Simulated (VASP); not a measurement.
# Cl (I4_1/amd) in VASP: a series of runs

Runs on Cl. Level: PBE. Tasks: relaxation of shape and atoms at fixed volume.

Program: VASP 6.6.1. These are calculated values, not measurements. Logs are shortened: lines on timing, memory, paths and dates and some standing lists are left out, and cuts for length are marked.

### 1 The cell of the first run

Symmetry: I4_1/amd, No. 141, tetragonal system. Conventional cell: a = 4.017 Å, b = 4.017 Å, c = 2.793 Å, α = 90.00°, β = 90.00°, γ = 90.00°. Within 3.0 Å of Cl (site symmetry -4m2) lie 10 Cl at 2.13 to 2.90 Å.

### 2 Relaxation of shape and atoms at fixed volume, PBE

Input file INCAR:

```
SYSTEM = Cl
  PREC = Accurate
  ENCUT = 600
  EDIFF = 1E-7
  ISMEAR = -1
  SIGMA = 0.08
  LREAL = .False.
  LASPH = .True.
  NELM = 100
  ALGO = Normal
  ISIF = 4
  LWAVE = .False.
  LCHARG = .False.
  GGA = PE
  IBRION = 2
  NSW = 50
  EDIFFG = -0.005
```

Input file KPOINTS:

```
Automatic mesh
0
Gamma
  16 16 16
  0 0 0
```

Input file POSCAR:

```
Cl
1.0
   -2.0086939450      2.0086939450      1.3964973141
    2.0086939450     -2.0086939450      1.3964973141
    2.0086939450      2.0086939450     -1.3964973141
Cl
2
Direct
   -0.3750000000     -0.1250000000     -0.2500000000
    0.3750000000      0.1250000000      0.2500000000
```

Potentials or basis: VASP PAW PBE potentials, release 64 (Cl).

The run is started by

```sh
$ cat potpaw_PBE.64/Cl/POTCAR > POTCAR
$ mpirun -np 1 vasp_std > vasp.out
```

OUTCAR:

```text
SYSTEM = Cl
   PREC = Accurate
   ENCUT = 600
   EDIFF = 1E-7
   ISMEAR = -1
   LREAL = .False.
   LASPH = .True.
   NELM = 100
   ISIF = 4
   GGA = PE
   IBRION = 2
   NSW = 50
   EDIFFG = -0.005

 ion  position               nearest neighbor table
   1  0.625  0.875  0.750-   2 2.13   2 2.13   2 2.13   2 2.13
   2  0.375  0.125  0.250-   1 2.13   1 2.13   1 2.13   1 2.13

  LATTYP: Found a body centered tetragonal cell.
 ALAT       =     4.0173878900
 C/A-ratio  =     0.6952265265

  Lattice vectors:

 A1 = (  -2.0086939450,   2.0086939450,   1.3964973141)
 A2 = (   2.0086939450,  -2.0086939450,   1.3964973141)
 A3 = (   2.0086939450,   2.0086939450,  -1.3964973141)

Analysis of symmetry for initial positions (statically):
=====================================================================
 Subroutine PRICEL returns:
 Original cell was already a primitive cell.

 Routine SETGRP: Setting up the symmetry group for a
 body centered tetragonal supercell.

 Subroutine GETGRP returns: Found 16 space group operations
 (whereof  4 operations were pure point group operations)
 out of a pool of 16 trial point group operations.

The static configuration has the point symmetry C_2h.
 The point group associated with its full space group is D_4h.

Analysis of symmetry for dynamics (positions and initial velocities):
=====================================================================
 Subroutine PRICEL returns:
 Original cell was already a primitive cell.

 Routine SETGRP: Setting up the symmetry group for a
 body centered tetragonal supercell.

 Subroutine GETGRP returns: Found 16 space group operations
 (whereof  4 operations were pure point group operations)
 out of a pool of 16 trial point group operations.

The dynamic configuration has the point symmetry C_2h.
 The point group associated with its full space group is D_4h.

 Subroutine INISYM returns: Found 16 space group operations
 (whereof  4 operations are pure point group operations),
 and found     1 'primitive' translations

----------------------------------------------------------------------------------------

                                     Primitive cell

  volume of cell :      22.5386

  direct lattice vectors                    reciprocal lattice vectors
    -2.008693945  2.008693945  1.396497314     0.000000000  0.248917960  0.358038641
     2.008693945 -2.008693945  1.396497314     0.248917960  0.000000000  0.358038641
     2.008693945  2.008693945 -1.396497314     0.248917960  0.248917960  0.000000000

  length of vectors
     3.165423744  3.165423744  3.165423744     0.436064008  0.436064008  0.352023156

  position of ions in fractional coordinates (direct lattice)
     0.625000000  0.875000000  0.750000000
     0.375000000  0.125000000  0.250000000

  ion indices of the primitive-cell ions
   primitive index   ion index
                 1           1
                 2           2

----------------------------------------------------------------------------------------

 KPOINTS: Automatic mesh

Automatic generation of k-mesh.
 Grid dimensions read from file:
 generate k-points for:   16   16   16

 Generating k-lattice:

  Cartesian coordinates                     Fractional coordinates (reciprocal lattice)
     0.000000000  0.015557373  0.022377415     0.062500000 -0.000000000  0.000000000
     0.015557373  0.000000000  0.022377415    -0.000000000  0.062500000  0.000000000
     0.015557373  0.015557373  0.000000000     0.000000000  0.000000000  0.062500000

  Length of vectors
     0.027254001  0.027254001  0.022001447

  Shift w.r.t. Gamma in fractional coordinates (k-lattice)
     0.000000000  0.000000000  0.000000000

 Subroutine IBZKPT returns following result:
 ===========================================

 Found    349 irreducible k-points:

 Following reciprocal coordinates:
            Coordinates               Weight
  0.000000  0.000000  0.000000      1.000000
  0.062500 -0.000000  0.000000      8.000000
  0.125000 -0.000000  0.000000      8.000000
  0.187500 -0.000000  0.000000      8.000000
  0.250000 -0.000000  0.000000      8.000000
  0.312500  0.000000  0.000000      8.000000
[... 16 lines left out ...]
 -0.125000  0.062500 -0.000000     16.000000
 -0.062500  0.062500  0.000000      4.000000
 [... further k-points ...]
   k-points           NKPTS =    349   k-points in BZ     NKDIM =    349   number of bands    NBANDS=     11
   number of dos      NEDOS =    301   number of ions     NIONS =      2
   total plane-waves  NPLWV =  21952
   dimension x,y,z NGX =    28 NGY =   28 NGZ =   28
   dimension x,y,z NGXF=    56 NGYF=   56 NGZF=   56
   ions per type =               2
   NGX,Y,Z   is equivalent  to a cutoff of  14.71, 14.71, 14.71 a.u.
   NGXF,Y,Z  is equivalent  to a cutoff of  29.41, 29.41, 29.41 a.u.
 SYSTEM =  Cl
   PREC   = accura    normal or accurate (medium, high low for compatibility)
   ISTART =      0    job   : 0-new  1-cont  2-samecut
   ICHARG =      2    charge: 1-file 2-atom 10-const
   ISPIN  =      1    spin polarized calculation?
   LNONCOLLINEAR =      F non collinear calculations
   LSORBIT =      F    spin-orbit coupling
   LASPH  =      T    aspherical Exc in radial PAW
   ENCUT  =  600.0 eV  44.10 Ry    6.64 a.u.   6.32  6.32  6.32*2*pi/ulx,y,z
   NELM   =    100;   NELMIN=  2; NELMDL= -5     # of ELM steps
   EDIFF  = 0.1E-06   stopping-criterion for ELM
   LREAL  =      F    real-space projection
   EDIFFG = -.5E-02   stopping-criterion for IOM
   NSW    =     50    number of steps for IOM
   IBRION =      2    ionic relax: 0-MD 1-quasi-New 2-CG
   NFREE  =      1    steps in history (QN), initial steepest desc. (CG)
   ISIF   =      4    stress and relaxation
   ISYM   =      2    0-nonsym 1-usesym 2-fastsym
   POTIM  = 0.5000    time-step for ionic-motion
   TEBEG  =    0.0;   TEEND  =   0.0 temperature during run
   PSTRESS=    0.0 pullay stress
   NELECT =      14.0000    total number of electrons
   NUPDOWN=      -1.0000    fix difference up-down
   EMIN   =  10.00;   EMAX   =-10.00  energy-range for DOS
   EFERMI =   0.00;   METHOD = LEGACY
   ISMEAR =    -1;   SIGMA  =   0.08  broadening in eV -4-tet -1-fermi 0-gaus
   EFERMI_NEDOS =   21; number of points for ismear=-14 and -15
   IALGO  =     38    algorithm
   IMIX   =      4    mixing-type and parameters
     AMIX     =   0.40;   BMIX     =  1.00
     AMIX_MAG =   1.60;   BMIX_MAG =  1.00
  volume/ion in A,a.u.               =      11.27        76.05
  Fermi-wavevector in a.u.,A,eV,Ry     =   1.396824  2.639614 26.546555  1.951117
  Thomas-Fermi vector in A             =   2.520140
   LORBIT       =      0    0 simple, 1 ext, 2 COOP (PROOUT), +10 PAW based schemes
   GGA     = PE    functional components
   LHFCALC =     F    Hartree Fock is set to
   AEXX    =    0.0000 exact exchange contribution
   IVDW    =     0    specifies the selected vdW correction
   LEPSILON=     F    determine dielectric tensor
   LRPA    =     F    only Hartree local field effects (RPA)
 conjugate gradient relaxation of ions
 non-spin polarized calculation
  energy-cutoff  :      600.00
  volume of cell :       22.54
 maximum number of plane-waves:       769
 NGX is ok and might be reduce to    28
   NGX = 13   NGY = 13   NGZ = 13

--------------------------------------- Ionic step        1  -------------------------------------------

 number of electron      14.0000000 magnetization

 Free energy of the ion-electron system (eV)
  ---------------------------------------------------
  ext. energy  EPLUGINS =         0.00000000
  ---------------------------------------------------
  free energy    TOTEN  =         3.25451249 eV

  energy without entropy =        3.28551639  energy(sigma->0) =        3.27001444

------------------------ aborting loop because EDIFF is reached ----------------------------------------

  FORCE on cell =-STRESS in cart. coord.  units (eV):
  Direction    XX          YY          ZZ          XY          YZ          ZX
  --------------------------------------------------------------------------------------
  -------------------------------------------------------------------------------------
  Total       21.3582804     21.3582804      9.7163575      0.0000000      0.0000000      0.0000000
  in kB     1518.2707618   1518.2707618    690.6951901      0.0000000      0.0000000      0.0000000
  external PRESSURE =    1242.4122379 kB  Pullay stress =       0.0000000 kB
[... 237 lines left out ...]
  energy  without entropy=        2.4186988050  energy(sigma->0) =        2.40796556

--------------------------------------- Ionic step        8  -------------------------------------------

 number of electron      13.9999998 magnetization

 Free energy of the ion-electron system (eV)
  ---------------------------------------------------
  ext. energy  EPLUGINS =         0.00000000
  ---------------------------------------------------
  free energy    TOTEN  =         2.39623677 eV

  energy without entropy =        2.41796487  energy(sigma->0) =        2.40710082

 E-fermi :  12.5228     XC(G=0): -12.7053

 val. band max:       12.5159040785   @ k =  -0.0625   0.2500   0.0625
 cond. band min:      12.5461304555   @ k =  -0.4375  -0.4375   0.1875
 fundamental gap:      0.0302263770
 Fermi energy:        12.5228093994

 k-point     1 :       0.0000    0.0000    0.0000
  band No.  band energies     occupation
      1     -10.8537      2.00000
      2      -4.1572      2.00000
      3       3.0422      2.00000
      4       3.0422      2.00000
      5      11.6989      1.99993
      6      11.6989      1.99993
      7      13.4987      0.00001
      8      17.0300      0.00000
      9      17.2128      0.00000
     10      19.7341      0.00000
     11      20.2395      0.00000
[... 309 lines left out ...]
 k-point    24 :      -0.0625    0.0625    0.0000
  band No.  band energies     occupation
      1     -10.8114      2.00000
      2      -4.2733      2.00000
      3       3.0878      2.00000
      4       3.1121      2.00000
      5      11.4658      2.00000
      6      11.5184      1.99999
      7      13.6805      0.00000
      8      17.0728      0.00000
      9      17.2069      0.00000
     10      19.9889      0.00000
     11      20.4282      0.00000

 [... further k-points ...]
[... 5 lines left out ...]
  --------------------------------------------------------------------------------------
  -------------------------------------------------------------------------------------
  Total       16.8247974     16.8247974     16.8200211      0.0000000      0.0000000     -0.0000000
  in kB     1196.0044286   1196.0044286   1195.6649022      0.0000000      0.0000000     -0.0000000
  external PRESSURE =    1195.8912532 kB  Pullay stress =       0.0000000 kB
[... 17 lines left out ...]
  FREE ENERGIE OF THE ION-ELECTRON SYSTEM (eV)
  ---------------------------------------------------
  free  energy   TOTEN  =         2.3962367715 eV

  energy  without entropy=        2.4179648748  energy(sigma->0) =        2.40710082

 reached required accuracy - stopping structural energy minimisation
```

Run time: 14 min. Hardware: 1 thread of Intel Xeon 8259CL, shared host; peak memory 0.23 GiB.

Results:

```
Free energy               : 2.3962 eV
Energy gained by relaxing : 429.1 meV/atom
Ionic steps               : 8
Pressure after relaxing   : 119.6 GPa
Band gap on the k mesh    : zero (bands 7 and 8 overlap by 8.01 eV)
```

Step by step:
| step | energy change (eV) | largest force (eV/Å) | pressure (GPa) | volume (Å³) |
| --- | --- | --- | --- | --- |
| 1 | 0.0000 | 0.0000 | 124.24 | 22.54 |
| 2 | -0.7541 | 0.0000 | 114.04 | 22.54 |
| 3 | -0.8256 | 0.0000 | 116.03 | 22.54 |
| 4 | -0.7878 | 0.0000 | 126.67 | 22.54 |
| 5 | -0.8551 | 0.0000 | 118.33 | 22.54 |
| 6 | -0.8583 | 0.0000 | 119.59 | 22.54 |
| 7 | -0.8573 | 0.0000 | 120.35 | 22.54 |
| 8 | -0.8583 | 0.0000 | 119.59 | 22.54 |

Final structure:
```yaml
crystal:
  lattice:
    - [-2.30805, 2.30805, 1.05774]
    - [2.30805, -2.30805, 1.05774]
    - [2.30805, 2.30805, -1.05774]
  atoms:
    - { symbol: Cl, position: [0.62500, 0.87500, 0.75000] }
    - { symbol: Cl, position: [0.37500, 0.12500, 0.25000] }
```

Levels at points of the mesh, in eV from the Fermi level:
```tsv
k point	band 5	band 6	band 7	band 8	band 9	band 10
(0.00, 0.00, 0.00)	-0.82	-0.82	0.98	4.51	4.69	7.21
(0.50, 0.00, 0.00)	-6.35	-2.83	-1.47	-1.22	5.70	6.65
(0.50, 0.50, 0.00)	-6.17	-6.17	4.57	4.57	10.09	10.09
(0.50, 0.50, 0.50)	1.01	1.01	4.08	4.08	10.14	10.14
```

[end of part 1 of 2]

The gap in the log of VASP goes by the Fermi energy; the results here count the filled bands.